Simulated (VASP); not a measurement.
# CuSn3 (I4/mmm) in VASP: a series of runs

The runs below take CuSn3 through single point, with PBEsol.

All numbers are computed with VASP 6.6.1; they aren't measurements. Logs are shortened: lines on timing, memory, paths and dates and some standing lists are left out, and cuts for length are marked.

## 1. The cell of the first run

The structure is tetragonal, space group I4/mmm (No. 139). The conventional cell has a = 4.388 Å, b = 4.388 Å, c = 9.543 Å, α = 90.00°, β = 90.00°, γ = 90.00°. Sn (site symmetry 4/mmm) has 4 Cu at 3.10 Å and 8 Sn at 3.24 Å within 4.1 Å. Sn (site symmetry -4m2) has 8 Sn at 3.10 to 3.24 Å and 4 Cu at 3.24 Å within 4.1 Å. Cu (site symmetry 4/mmm) has 12 Sn at 3.10 to 3.24 Å within 4.1 Å.

## 2. Single point, PBEsol (volume scaled by 0.94)

Input file INCAR:

```
ALGO = Fast ; EDIFF = 1E-6
ENCUT = 520 ; GGA = PS
ISIF = 2 ; ISMEAR = -1
LASPH = True ; LCHARG = True
LELF = True ; LREAL = False
LVHAR = True ; LWAVE = False
NBANDS = 34 ; NELM = 60
PREC = Accurate ; SIGMA = 0.05
```

Input file KPOINTS:

```
k-points
0
Gamma
  8 8 8
```

Input file POSCAR:

```
CuSn3
1.0
   -2.1941778637      2.1941778637      4.7712739781
    2.1941778637     -2.1941778637      4.7712739781
    2.1941778637      2.1941778637     -4.7712739781
Sn Cu
3 1
Direct
    0.5000000000      0.5000000000      0.0000000000
    0.2500000000      0.7500000000      0.5000000000
    0.7500000000      0.2500000000      0.5000000000
    0.0000000000      0.0000000000      0.0000000000
```

Potentials or basis: VASP PAW PBE potentials, release 64 (Sn_d, Cu).

Command:

```bash
$ cat potpaw_PBE.64/Sn_d/POTCAR potpaw_PBE.64/Cu/POTCAR > POTCAR
$ mpirun -np 1 vasp_std > vasp.out
```

OUTCAR:

```text
EDIFF = 1E-6
   ENCUT = 520
   GGA = PS
   ISIF = 2
   ISMEAR = -1
   LASPH = True
   LREAL = False
   NELM = 60
   PREC = Accurate

 ion  position               nearest neighbor table
   1  0.500  0.500  0.000-   4 3.10   4 3.10   4 3.10   4 3.10   3 3.24   2 3.24   3 3.24   3 3.24
                             2 3.24   2 3.24   3 3.24   2 3.24
   2  0.250  0.750  0.500-   3 3.10   3 3.10   3 3.10   3 3.10   4 3.24   1 3.24   4 3.24   1 3.24
                             4 3.24   4 3.24   1 3.24   1 3.24
   3  0.750  0.250  0.500-   2 3.10   2 3.10   2 3.10   2 3.10   4 3.24   1 3.24   4 3.24   4 3.24
                             1 3.24   1 3.24   4 3.24   1 3.24
   4  0.000  0.000  0.000-   1 3.10   1 3.10   1 3.10   1 3.10   3 3.24   2 3.24   3 3.24   2 3.24
                             3 3.24   3 3.24   2 3.24   2 3.24

  LATTYP: Found a body centered tetragonal cell.
 ALAT       =     4.3883557274
 C/A-ratio  =     2.1745155928

  Lattice vectors:

 A1 = (  -2.1941778637,   2.1941778637,   4.7712739781)
 A2 = (   2.1941778637,  -2.1941778637,   4.7712739781)
 A3 = (   2.1941778637,   2.1941778637,  -4.7712739781)

Analysis of symmetry for initial positions (statically):
=====================================================================
 Subroutine PRICEL returns:
 Original cell was already a primitive cell.

 Routine SETGRP: Setting up the symmetry group for a
 body centered tetragonal supercell.

 Subroutine GETGRP returns: Found 16 space group operations
 (whereof 16 operations were pure point group operations)
 out of a pool of 16 trial point group operations.

The static configuration has the point symmetry D_4h.

Analysis of symmetry for dynamics (positions and initial velocities):
=====================================================================
 Subroutine PRICEL returns:
 Original cell was already a primitive cell.

 Routine SETGRP: Setting up the symmetry group for a
 body centered tetragonal supercell.

 Subroutine GETGRP returns: Found 16 space group operations
 (whereof 16 operations were pure point group operations)
 out of a pool of 16 trial point group operations.

The dynamic configuration has the point symmetry D_4h.

 Subroutine INISYM returns: Found 16 space group operations
 (whereof 16 operations are pure point group operations),
 and found     1 'primitive' translations

----------------------------------------------------------------------------------------

                                     Primitive cell

  volume of cell :      91.8836

  direct lattice vectors                    reciprocal lattice vectors
[... 93 lines left out ...]
   EDIFFG = 0.1E-04   stopping-criterion for IOM
   NSW    =      0    number of steps for IOM
   IBRION =     -1    ionic relax: 0-MD 1-quasi-New 2-CG
   NFREE  =      0    steps in history (QN), initial steepest desc. (CG)
   ISIF   =      2    stress and relaxation
   ISYM   =      2    0-nonsym 1-usesym 2-fastsym
   POTIM  = 0.5000    time-step for ionic-motion
   TEBEG  =    0.0;   TEEND  =   0.0 temperature during run
   PSTRESS=    0.0 pullay stress
   NELECT =      53.0000    total number of electrons
   NUPDOWN=      -1.0000    fix difference up-down
   EMIN   =  10.00;   EMAX   =-10.00  energy-range for DOS
   EFERMI =   0.00;   METHOD = LEGACY
   ISMEAR =    -1;   SIGMA  =   0.05  broadening in eV -4-tet -1-fermi 0-gaus
   EFERMI_NEDOS =   21; number of points for ismear=-14 and -15
   IALGO  =     68    algorithm
   IMIX   =      4    mixing-type and parameters
     AMIX     =   0.40;   BMIX     =  1.00
     AMIX_MAG =   1.60;   BMIX_MAG =  1.00
  volume/ion in A,a.u.               =      22.97       155.02
  Fermi-wavevector in a.u.,A,eV,Ry     =   1.362764  2.575251 25.267745  1.857127
  Thomas-Fermi vector in A             =   2.489226
   LORBIT       =      0    0 simple, 1 ext, 2 COOP (PROOUT), +10 PAW based schemes
   GGA     = PS    functional components
   LHFCALC =     F    Hartree Fock is set to
   AEXX    =    0.0000 exact exchange contribution
   IVDW    =     0    specifies the selected vdW correction
   LEPSILON=     F    determine dielectric tensor
   LRPA    =     F    only Hartree local field effects (RPA)
 non-spin polarized calculation
 RMM-DIIS sequential band-by-band and
  energy-cutoff  :      520.00
  volume of cell :       91.88
 maximum number of plane-waves:      2501
   NGX = 21   NGY = 21   NGZ = 21

 number of electron      52.9999996 magnetization

 Free energy of the ion-electron system (eV)
  ---------------------------------------------------
  ext. energy  EPLUGINS =         0.00000000
  ---------------------------------------------------
  free energy    TOTEN  =       -16.20923759 eV

  energy without entropy =      -16.19061981  energy(sigma->0) =      -16.19992870

 E-fermi :   8.1136     XC(G=0): -10.9026

 val. band max:        8.0999927685   @ k =   0.1250   0.1250   0.1250
 cond. band min:       8.1216841684   @ k =  -0.1250   0.2500   0.1250
 fundamental gap:      0.0216913999
 Fermi energy:         8.1136185119

 k-point     1 :       0.0000    0.0000    0.0000
  band No.  band energies     occupation
      1     -13.5305      2.00000
      2     -13.3968      2.00000
      3     -13.3964      2.00000
      4     -13.3301      2.00000
      5     -13.3301      2.00000
      6     -13.3297      2.00000
[... 877 lines left out ...]
     33      14.2831      0.00000
     34      14.9379      0.00000

 [... further k-points ...]

------------------------ aborting loop because EDIFF is reached ----------------------------------------

  FORCE on cell =-STRESS in cart. coord.  units (eV):
  Direction    XX          YY          ZZ          XY          YZ          ZX
  --------------------------------------------------------------------------------------
  -------------------------------------------------------------------------------------
  Total       -0.5266710     -0.5266710     -0.6062491      0.0000000     -0.0000000      0.0000000
  in kB       -9.1835789     -9.1835789    -10.5711844      0.0000000     -0.0000000      0.0000000
  external PRESSURE =      -9.6461141 kB  Pullay stress =       0.0000000 kB

 VOLUME and BASIS-vectors are now :
 -----------------------------------------------------------------------------
  energy-cutoff  :      520.00
  volume of cell :       91.88
      direct lattice vectors                 reciprocal lattice vectors
    -2.194177864  2.194177864  4.771273978     0.000000000  0.227875784  0.104793814
     2.194177864 -2.194177864  4.771273978     0.227875784  0.000000000  0.104793814
     2.194177864  2.194177864 -4.771273978     0.227875784  0.227875784  0.000000000

 POSITION                                       TOTAL-FORCE (eV/Angst)
 -----------------------------------------------------------------------------------
      0.00000      0.00000      4.77127         0.000000     -0.000000      0.000000
      2.19418      0.00000      2.38564         0.000000     -0.000000     -0.000000
      0.00000      2.19418      2.38564        -0.000000      0.000000     -0.000000
      0.00000      0.00000      0.00000         0.000000     -0.000000      0.000000
 -----------------------------------------------------------------------------------
    total drift:                               -0.000000     -0.000000      0.000000

  FREE ENERGIE OF THE ION-ELECTRON SYSTEM (eV)
  ---------------------------------------------------
  free  energy   TOTEN  =       -16.2092375880 eV

  energy  without entropy=      -16.1906198148  energy(sigma->0) =      -16.19992870
```

stdout:

```text
POSCAR found type information on POSCAR SnCu
 POSCAR found :  2 types and       4 ions
 scaLAPACK will be used
 -----------------------------------------------------------------------------
|                                                                             |
|                                                                             |
|     You enforced a specific xc type in the INCAR file but a different       |
|     I HOPE YOU KNOW WHAT YOU ARE DOING!                                     |
|                                                                             |
 -----------------------------------------------------------------------------

 LDA part: xc-table for (Slater+PW92), standard interpolation
 POSCAR, INCAR and KPOINTS ok, starting setup
 FFT: planning ... GRIDC
 FFT: planning ... GRID_SOFT
 FFT: planning ... GRID
 WAVECAR not read
 entering main loop
```

Run time: 2.6 min. Hardware: 1 thread of Intel Xeon 6975P-C (Granite Rapids), shared host; peak memory 0.35 GiB.

Results:

* Free energy: -16.2092 eV
* Pressure: -1.0 GPa

Caveat: the PAW data sets were made with another functional, which shifts forces and pressure a little; spin-orbit coupling is left out, which moves the levels of the heavy elements.

## 3. Single point, PBEsol (volume scaled by 0.96)

Input file INCAR:

```
PREC = Accurate ; ENCUT = 520
EDIFF = 1E-6 ; ISMEAR = -1
SIGMA = 0.05 ; LREAL = False
LASPH = True ; NELM = 60
ALGO = Fast ; ISIF = 2
LWAVE = False ; LCHARG = True
GGA = PS ; LELF = True
LVHAR = True ; NBANDS = 34
```

Input file KPOINTS:

```
Automatic mesh
0
Gamma
  8 8 8
```

Input file POSCAR:

```
CuSn3
1.0
   -2.2096303296      2.2096303296      4.8048756061
    2.2096303296     -2.2096303296      4.8048756061
    2.2096303296      2.2096303296     -4.8048756061
Sn Cu
3 1
Direct
    0.5000000000      0.5000000000      0.0000000000
    0.2500000000      0.7500000000      0.5000000000
    0.7500000000      0.2500000000      0.5000000000
    0.0000000000      0.0000000000      0.0000000000
```

Potentials or basis: VASP PAW PBE potentials, release 64 (Sn_d, Cu).

Command:

```bash
$ cat potpaw_PBE.64/Sn_d/POTCAR potpaw_PBE.64/Cu/POTCAR > POTCAR
$ mpirun -np 1 vasp_std > vasp.out
```

It took 3.2 min on 1 thread of Intel Xeon 6975P-C (Granite Rapids), shared host; peak memory 0.41 GiB.

The run converged. Its results:

| Property | Result |
| --- | --- |
| Free energy | -16.1910 eV |
| Pressure | -2.3 GPa |

Stress tensor (GPa, compression positive):
```
-2.18  0.00  0.00
 0.00 -2.18  0.00
 0.00  0.00 -2.41
```

Levels at points of the mesh, in eV from the Fermi level:
```
           k point  band 24  band 25  band 26  band 27  band 28  band 29
(0.00, 0.00, 0.00)    -2.05    -1.05    -1.05    -0.20    -0.20     0.51
(0.50, 0.00, 0.00)    -2.04    -0.10    -0.04     0.12     0.20     2.20
(0.50, 0.50, 0.00)    -2.28    -2.16    -2.07     0.27     0.87     0.91
(0.50, 0.50, 0.50)    -2.43    -2.04    -0.81     2.83     2.83     2.88
```

Caveat: the PAW data sets were made with another functional, which shifts forces and pressure a little; spin-orbit coupling is left out, which moves the levels of the heavy elements.

## 4. Single point, PBEsol (volume scaled by 0.98)

Input file INCAR:

```
ALGO = Fast
EDIFF = 1E-6
ENCUT = 520
GGA = PS
ISIF = 2
ISMEAR = -1
LASPH = True
LCHARG = False
LREAL = False
LWAVE = False
NBANDS = 34
NELM = 100
PREC = Accurate
SIGMA = 0.05
```

Input file KPOINTS:

```
k-points
0
Gamma
  8 8 8
```

Input file POSCAR:

```
CuSn3
1.0
   -2.2248696410      2.2248696410      4.8380137264
    2.2248696410     -2.2248696410      4.8380137264
    2.2248696410      2.2248696410     -4.8380137264
Sn Cu
3 1
Direct
    0.5000000000      0.5000000000      0.0000000000
    0.2500000000      0.7500000000      0.5000000000
    0.7500000000      0.2500000000      0.5000000000
    0.0000000000      0.0000000000      0.0000000000
```

Command:

```bash
$ cat potpaw_PBE.64/Sn_d/POTCAR potpaw_PBE.64/Cu/POTCAR > POTCAR
$ mpirun -np 1 vasp_std > vasp.out
```

It took 3.2 min on 1 thread of Intel Xeon 6975P-C (Granite Rapids), shared host; peak memory 0.42 GiB.

The run converged. Its results:

```
Free energy : -16.1594 eV
Pressure    : -3.3 GPa
```

Stress tensor (GPa, compression positive):
```
-3.16  0.00  0.00
 0.00 -3.16  0.00
 0.00  0.00 -3.44
```

Levels at points of the mesh, in eV from the Fermi level:
| k point | band 23 | band 24 | band 25 | band 26 | band 27 | band 28 | band 29 | band 30 |
| --- | --- | --- | --- | --- | --- | --- | --- | --- |
| (0.00, 0.00, 0.00) | -2.37 | -2.02 | -1.02 | -1.02 | -0.16 | -0.16 | 0.49 | 1.44 |
| (0.50, 0.00, 0.00) | -2.29 | -1.99 | -0.08 | -0.04 | 0.09 | 0.23 | 2.17 | 2.65 |
| (0.50, 0.50, 0.00) | -2.28 | -2.23 | -2.11 | -2.03 | 0.27 | 0.87 | 0.89 | 1.26 |
| (0.50, 0.50, 0.50) | -2.38 | -2.37 | -2.03 | -0.82 | 2.80 | 2.80 | 2.85 | 2.87 |

Caveat: the PAW data sets were made with another functional, which shifts forces and pressure a little; spin-orbit coupling is left out, which moves the levels of the heavy elements.

## 5. Overview

| cell | gap on the mesh (eV) | pressure (GPa) |
| --- | --- | --- |
| a = 5.692 Å, angles 134.6, 134.6, 66.1°, 4 atoms | none | -1.0 |
| a = 5.732 Å, angles 134.6, 134.6, 66.1°, 4 atoms | none | -2.3 |
| a = 5.771 Å, angles 134.6, 134.6, 66.1°, 4 atoms | none | -3.3 |

Alike in all rows: task single point; level PBEsol; potentials or basis VASP PAW PBE potentials, release 64 (Sn_d, Cu); no spin polarisation; k mesh 8 × 8 × 8; cutoff (eV) 520; smearing fermi-dirac 0.05 eV.

Caveats: the PAW data sets were made with another functional, which shifts forces and pressure a little; spin-orbit coupling is left out, which moves the levels of the heavy elements.

Total energies depend on the potentials used, so only differences within one code and one set of settings carry meaning.
